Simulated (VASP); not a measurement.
# CuNiC4N4 (P-43m) in VASP: single point with PBE

Aim: the single point of CuNiC4N4 with PBE.

Everything below comes from runs of VASP 6.6.1. Logs are shortened: lines on timing, memory, paths and dates and some standing lists are left out, and cuts for length are marked.

## 1. The cell of the first run

The structure is cubic, space group P-43m (No. 215). Conventional cell: a = 5.883 Å, b = 5.883 Å, c = 5.883 Å, α = 90.00°, β = 90.00°, γ = 90.00°. Within 2.7 Å of Cu (site symmetry -43m) lie 4 N at 2.01 Å. Within 2.5 Å of Ni (site symmetry -43m) lie 4 C at 1.92 Å. C (site symmetry 3m) has 1 N at 1.17 Å within 1.6 Å. N (site symmetry 3m) has 1 C at 1.17 Å within 1.6 Å.

## 2. Single point, PBE, collinear spin, ferromagnetic start

Input file INCAR:

```
ALGO = Normal
EDIFF = 1E-7
ENCUT = 520
GGA = PE
ISIF = 2
ISMEAR = 0
ISPIN = 2
LASPH = True
LCHARG = False
LMAXMIX = 4
LORBIT = 11
LREAL = False
LWAVE = False
MAGMOM = 1 2 0 0 0 0 0 0 0 0
NBANDS = 44
NELM = 150
PREC = Accurate
SIGMA = 0.1
```

Input file KPOINTS:

```
k-points
0
Gamma
  4 4 4
```

Input file POSCAR:

```
CuNiC4N4
1.0
    5.8826218900      0.0000000000      0.0000000000
    0.0000000000      5.8826218900      0.0000000000
    0.0000000000      0.0000000000      5.8826218900
Cu Ni C N
1 1 4 4
Direct
    0.5000000000      0.5000000000      0.5000000000
    0.0000000000      0.0000000000      0.0000000000
    0.1881440800      0.1881440800      0.1881440800
    0.1881440800      0.8118559200      0.8118559200
    0.8118559200      0.1881440800      0.8118559200
    0.8118559200      0.8118559200      0.1881440800
    0.3029738000      0.3029738000      0.3029738000
    0.3029738000      0.6970262000      0.6970262000
    0.6970262000      0.3029738000      0.6970262000
    0.6970262000      0.6970262000      0.3029738000
```

Potentials or basis: VASP PAW PBE potentials, release 64 (Cu, Ni, C, N).

On the command line:

```bash
cat potpaw_PBE.64/Cu/POTCAR potpaw_PBE.64/Ni/POTCAR potpaw_PBE.64/C/POTCAR potpaw_PBE.64/N/POTCAR > POTCAR
mpirun -np 1 vasp_std > vasp.out
```

OUTCAR:

```text
EDIFF = 1E-7
   ENCUT = 520
   GGA = PE
   ISIF = 2
   ISMEAR = 0
   ISPIN = 2
   LASPH = True
   LORBIT = 11
   LREAL = False
   NELM = 150
   PREC = Accurate

 ion  position               nearest neighbor table
   1  0.500  0.500  0.500-   7 2.01   8 2.01   9 2.01  10 2.01
   2  0.000  0.000  0.000-   3 1.92   4 1.92   5 1.92   6 1.92
   3  0.188  0.188  0.188-   7 1.17   2 1.92
   4  0.188  0.812  0.812-   8 1.17   2 1.92
   5  0.812  0.188  0.812-   9 1.17   2 1.92
   6  0.812  0.812  0.188-  10 1.17   2 1.92
   7  0.303  0.303  0.303-   3 1.17   1 2.01
   8  0.303  0.697  0.697-   4 1.17   1 2.01
   9  0.697  0.303  0.697-   5 1.17   1 2.01
  10  0.697  0.697  0.303-   6 1.17   1 2.01

  LATTYP: Found a simple cubic cell.
 ALAT       =     5.8826218900

  Lattice vectors:

 A1 = (   5.8826218900,   0.0000000000,   0.0000000000)
 A2 = (   0.0000000000,   5.8826218900,   0.0000000000)
 A3 = (   0.0000000000,   0.0000000000,   5.8826218900)

Analysis of symmetry for initial positions (statically):
=====================================================================
 Subroutine PRICEL returns:
 Original cell was already a primitive cell.

 Routine SETGRP: Setting up the symmetry group for a
 simple cubic supercell.

 Subroutine GETGRP returns: Found 24 space group operations
 (whereof 24 operations were pure point group operations)
 out of a pool of 48 trial point group operations.

The static configuration has the point symmetry T_d .

Analysis of symmetry for dynamics (positions and initial velocities):
=====================================================================
 Subroutine PRICEL returns:
 Original cell was already a primitive cell.

 Routine SETGRP: Setting up the symmetry group for a
 simple cubic supercell.

 Subroutine GETGRP returns: Found 24 space group operations
 (whereof 24 operations were pure point group operations)
 out of a pool of 48 trial point group operations.

The dynamic configuration has the point symmetry T_d .

Analysis of structural, dynamic, and magnetic symmetry:
=====================================================================
 Subroutine PRICEL returns:
 Original cell was already a primitive cell.

 Routine SETGRP: Setting up the symmetry group for a
 simple cubic supercell.

 Subroutine GETGRP returns: Found 24 space group operations
 (whereof 24 operations were pure point group operations)
 out of a pool of 48 trial point group operations.

The overall configuration has the point symmetry T_d .

 Subroutine INISYM returns: Found 24 space group operations
 (whereof 24 operations are pure point group operations),
 and found     1 'primitive' translations

----------------------------------------------------------------------------------------

                                     Primitive cell

  volume of cell :     203.5695

  direct lattice vectors                    reciprocal lattice vectors
     5.882621890  0.000000000  0.000000000     0.169992228  0.000000000  0.000000000
     0.000000000  5.882621890  0.000000000     0.000000000  0.169992228  0.000000000
     0.000000000  0.000000000  5.882621890     0.000000000  0.000000000  0.169992228

  length of vectors
     5.882621890  5.882621890  5.882621890     0.169992228  0.169992228  0.169992228

  position of ions in fractional coordinates (direct lattice)
     0.500000000  0.500000000  0.500000000
     0.000000000  0.000000000  0.000000000
     0.188144080  0.188144080  0.188144080
     0.188144080  0.811855920  0.811855920
     0.811855920  0.188144080  0.811855920
     0.811855920  0.811855920  0.188144080
     0.302973800  0.302973800  0.302973800
     0.302973800  0.697026200  0.697026200
     0.697026200  0.302973800  0.697026200
     0.697026200  0.697026200  0.302973800

  ion indices of the primitive-cell ions
   primitive index   ion index
                 1           1
                 2           2
                 3           3
                 4           4
                 5           5
                 6           6
                 7           7
                 8           8
                 9           9
                10          10

----------------------------------------------------------------------------------------

 KPOINTS: k-points

Automatic generation of k-mesh.
 Grid dimensions read from file:
 generate k-points for:    4    4    4

 Generating k-lattice:

  Cartesian coordinates                     Fractional coordinates (reciprocal lattice)
     0.042498057  0.000000000  0.000000000     0.250000000  0.000000000  0.000000000
     0.000000000  0.042498057  0.000000000     0.000000000  0.250000000  0.000000000
     0.000000000  0.000000000  0.042498057     0.000000000  0.000000000  0.250000000

  Length of vectors
     0.042498057  0.042498057  0.042498057

  Shift w.r.t. Gamma in fractional coordinates (k-lattice)
     0.000000000  0.000000000  0.000000000

 Subroutine IBZKPT returns following result:
 ===========================================

 Found     10 irreducible k-points:

 Following reciprocal coordinates:
            Coordinates               Weight
  0.000000  0.000000  0.000000      1.000000
  0.250000  0.000000  0.000000      6.000000
  0.500000  0.000000  0.000000      3.000000
  0.250000  0.250000  0.000000     12.000000
  0.500000  0.250000  0.000000     12.000000
  0.500000  0.500000  0.000000      3.000000
  0.250000  0.250000  0.250000      8.000000
  0.500000  0.250000  0.250000     12.000000
  0.500000  0.500000  0.250000      6.000000
  0.500000  0.500000  0.500000      1.000000
   k-points           NKPTS =     10   k-points in BZ     NKDIM =     10   number of bands    NBANDS=     44
   number of dos      NEDOS =    301   number of ions     NIONS =     10
   total plane-waves  NPLWV = 110592
   dimension x,y,z NGX =    48 NGY =   48 NGZ =   48
   dimension x,y,z NGXF=    96 NGYF=   96 NGZF=   96
   ions per type =               1   1   4   4
   NGX,Y,Z   is equivalent  to a cutoff of  13.57, 13.57, 13.57 a.u.
   NGXF,Y,Z  is equivalent  to a cutoff of  27.13, 27.13, 27.13 a.u.
 SYSTEM =  unknown system
   PREC   = accura    normal or accurate (medium, high low for compatibility)
   ISTART =      0    job   : 0-new  1-cont  2-samecut
   ICHARG =      2    charge: 1-file 2-atom 10-const
   ISPIN  =      2    spin polarized calculation?
   LNONCOLLINEAR =      F non collinear calculations
   LSORBIT =      F    spin-orbit coupling
   LASPH  =      T    aspherical Exc in radial PAW
   ENCUT  =  520.0 eV  38.22 Ry    6.18 a.u.  10.94 10.94 10.94*2*pi/ulx,y,z
   NELM   =    150;   NELMIN=  2; NELMDL= -5     # of ELM steps
   EDIFF  = 0.1E-06   stopping-criterion for ELM
   LREAL  =      F    real-space projection
   EDIFFG = 0.1E-05   stopping-criterion for IOM
   NSW    =      0    number of steps for IOM
   IBRION =     -1    ionic relax: 0-MD 1-quasi-New 2-CG
   NFREE  =      0    steps in history (QN), initial steepest desc. (CG)
   ISIF   =      2    stress and relaxation
   ISYM   =      2    0-nonsym 1-usesym 2-fastsym
   POTIM  = 0.5000    time-step for ionic-motion
   TEBEG  =    0.0;   TEEND  =   0.0 temperature during run
   PSTRESS=    0.0 pullay stress
   NELECT =      57.0000    total number of electrons
   NUPDOWN=      -1.0000    fix difference up-down
   EMIN   =  10.00;   EMAX   =-10.00  energy-range for DOS
   EFERMI =   0.00;   METHOD = LEGACY
   ISMEAR =     0;   SIGMA  =   0.10  broadening in eV -4-tet -1-fermi 0-gaus
   EFERMI_NEDOS =   21; number of points for ismear=-14 and -15
   IALGO  =     38    algorithm
   IMIX   =      4    mixing-type and parameters
     AMIX     =   0.40;   BMIX     =  1.00
     AMIX_MAG =   1.60;   BMIX_MAG =  1.00
  volume/ion in A,a.u.               =      20.36       137.38
  Fermi-wavevector in a.u.,A,eV,Ry     =   1.071015  2.023925 15.606875  1.147073
  Thomas-Fermi vector in A             =   2.206742
   LORBIT       =     11    0 simple, 1 ext, 2 COOP (PROOUT), +10 PAW based schemes
   GGA     = PE    functional components
   LHFCALC =     F    Hartree Fock is set to
   AEXX    =    0.0000 exact exchange contribution
   IVDW    =     0    specifies the selected vdW correction
   LEPSILON=     F    determine dielectric tensor
   LRPA    =     F    only Hartree local field effects (RPA)
 spin polarized calculation
 Gauss-broadening in eV      SIGMA  =   0.10
  energy-cutoff  :      520.00
  volume of cell :      203.57
 maximum number of plane-waves:      5520
 NGX is ok and might be reduce to    48
   NGX = 21   NGY = 21   NGZ = 21

 number of electron      56.9999999 magnetization       3.0000231

 Free energy of the ion-electron system (eV)
  ---------------------------------------------------
  ext. energy  EPLUGINS =         0.00000000
  ---------------------------------------------------
  free energy    TOTEN  =       -73.44815917 eV

  energy without entropy =      -73.44517353  energy(sigma->0) =      -73.44666635

 E-fermi :  -1.9919     XC(G=0):  -7.1128

 val. band max:       -2.1076828301   @ k =   0.5000   0.0000   0.0000
 cond. band min:      -1.9047363529   @ k =   0.0000   0.0000   0.0000
 fundamental gap:      0.2029464772
 Fermi energy:        -1.9918956293

 spin component 1

 k-point     1 :       0.0000    0.0000    0.0000
  band No.  band energies     occupation
      1     -18.8792      1.00000
      2     -18.7621      1.00000
      3     -18.7621      1.00000
      4     -18.7621      1.00000
      5      -9.4275      1.00000
      6      -8.2628      1.00000
[... 32 lines left out ...]
     39       4.3895      0.00000
[... 386 lines left out ...]
     39       5.8741      0.00000
     40       6.4138      0.00000
 Fermi energy:        -1.9918956293

 spin component 2

 k-point     1 :       0.0000    0.0000    0.0000
  band No.  band energies     occupation
      1     -18.7128      1.00000
      2     -18.5944      1.00000
      3     -18.5944      1.00000
      4     -18.5944      1.00000
      5      -9.1708      1.00000
      6      -7.9153      1.00000
[... 32 lines left out ...]
     39       4.5747      0.00000
[... 386 lines left out ...]
     39       6.0539      0.00000
     40       6.5172      0.00000
 [bands above 40 left out]

------------------------ aborting loop because EDIFF is reached ----------------------------------------

  FORCE on cell =-STRESS in cart. coord.  units (eV):
  Direction    XX          YY          ZZ          XY          YZ          ZX
  --------------------------------------------------------------------------------------
  -------------------------------------------------------------------------------------
  Total       -1.4961348     -1.4961348     -1.4961348      0.0000000     -0.0000000     -0.0000000
  in kB      -11.7752056    -11.7752056    -11.7752056      0.0000000     -0.0000000     -0.0000000
  external PRESSURE =     -11.7752056 kB  Pullay stress =       0.0000000 kB

 VOLUME and BASIS-vectors are now :
 -----------------------------------------------------------------------------
  energy-cutoff  :      520.00
  volume of cell :      203.57
      direct lattice vectors                 reciprocal lattice vectors
     5.882621890  0.000000000  0.000000000     0.169992228  0.000000000  0.000000000
     0.000000000  5.882621890  0.000000000     0.000000000  0.169992228  0.000000000
     0.000000000  0.000000000  5.882621890     0.000000000  0.000000000  0.169992228

 POSITION                                       TOTAL-FORCE (eV/Angst)
 -----------------------------------------------------------------------------------
      2.94131      2.94131      2.94131         0.000000      0.000000      0.000000
      0.00000      0.00000      0.00000         0.000000      0.000000      0.000000
      1.10678      1.10678      1.10678        -0.247509     -0.247509     -0.247509
      1.10678      4.77584      4.77584        -0.247509      0.247509      0.247509
      4.77584      1.10678      4.77584         0.247509     -0.247509      0.247509
      4.77584      4.77584      1.10678         0.247509      0.247509     -0.247509
      1.78228      1.78228      1.78228         0.491645      0.491645      0.491645
      1.78228      4.10034      4.10034         0.491645     -0.491645     -0.491645
      4.10034      1.78228      4.10034        -0.491645      0.491645     -0.491645
      4.10034      4.10034      1.78228        -0.491645     -0.491645      0.491645
 -----------------------------------------------------------------------------------
    total drift:                               -0.000000     -0.000000     -0.000000

  FREE ENERGIE OF THE ION-ELECTRON SYSTEM (eV)
  ---------------------------------------------------
  free  energy   TOTEN  =       -73.4481591725 eV

  energy  without entropy=      -73.4451735293  energy(sigma->0) =      -73.44666635

 total charge

# of ion       s       p       d       tot
------------------------------------------
    1        0.319   0.384   9.089   9.793
    2        0.528   0.709   8.112   9.350
    3        0.959   1.624   0.000   2.583
    4        0.959   1.624   0.000   2.583
    5        0.959   1.624   0.000   2.583
    6        0.959   1.624   0.000   2.583
    7        1.306   2.553   0.000   3.859
    8        1.306   2.553   0.000   3.859
    9        1.306   2.553   0.000   3.859
   10        1.306   2.553   0.000   3.859
--------------------------------------------------
tot          9.908  17.802  17.202  44.912

 magnetization (x)

# of ion       s       p       d       tot
------------------------------------------
    1        0.002   0.015   0.462   0.479
    2        0.003   0.144   1.332   1.479
    3        0.021   0.056   0.000   0.077
    4        0.021   0.056   0.000   0.077
    5        0.021   0.056   0.000   0.077
    6        0.021   0.056   0.000   0.077
    7        0.005   0.084   0.000   0.089
    8        0.005   0.084   0.000   0.089
    9        0.005   0.084   0.000   0.089
   10        0.005   0.084   0.000   0.089
--------------------------------------------------
tot          0.108   0.719   1.794   2.621
```

Wall time 3.5 min (1 thread of Intel Xeon 6975P-C (Granite Rapids), shared host); peak memory 0.47 GiB.

Results:

```
Free energy                                           : -73.4482 eV
Pressure                                              : -1.2 GPa
Largest force                                         : 0.852 eV/Å
Band gap on the k mesh                                : 0.20 eV (least direct gap 0.32 eV)
Net moment                                            : 3.00 μB per cell
Site moments                                          : Cu +0.48; Ni +1.48; C +0.08; N +0.09 μB
Valence electrons inside the program's atomic spheres : Cu 9.79; Ni 9.35; C 2.58; N 3.86
```

Forces on the atoms (eV/Å):
```
Cu   0.000  0.000  0.000
Ni   0.000  0.000  0.000
C   -0.248 -0.248 -0.248
C   -0.248  0.248  0.248
C    0.248 -0.248  0.248
C    0.248  0.248 -0.248
N    0.492  0.492  0.492
N    0.492 -0.492 -0.492
N   -0.492  0.492 -0.492
N   -0.492 -0.492  0.492
```

Levels at points of the mesh, in eV from the valence-band top:
Spin up:
```csv
k point,band 28,band 29,band 30,band 31,band 32,band 33
"(0.00, 0.00, 0.00)",-0.63,-0.63,-0.63,4.78,4.78,4.78
"(0.50, 0.00, 0.00)",-0.54,-0.23,-0.23,4.87,4.87,5.06
"(0.50, 0.50, 0.00)",-0.56,-0.24,-0.24,5.07,5.17,5.18
"(0.50, 0.50, 0.50)",-0.61,-0.61,-0.61,5.17,5.17,5.17
```
Spin down:
```
           k point  band 24  band 25  band 26  band 27  band 28  band 29  band 30  band 31
(0.00, 0.00, 0.00)    -0.66    -0.11    -0.11    -0.11     0.20     0.20     0.20     5.14
(0.50, 0.00, 0.00)    -0.77    -0.33    -0.33     0.00     0.36     0.61     0.61     5.18
(0.50, 0.50, 0.00)    -0.73    -0.29    -0.29    -0.02     0.33     0.59     0.59     5.40
(0.50, 0.50, 0.50)    -0.57    -0.08    -0.08    -0.08     0.24     0.24     0.24     5.51
```
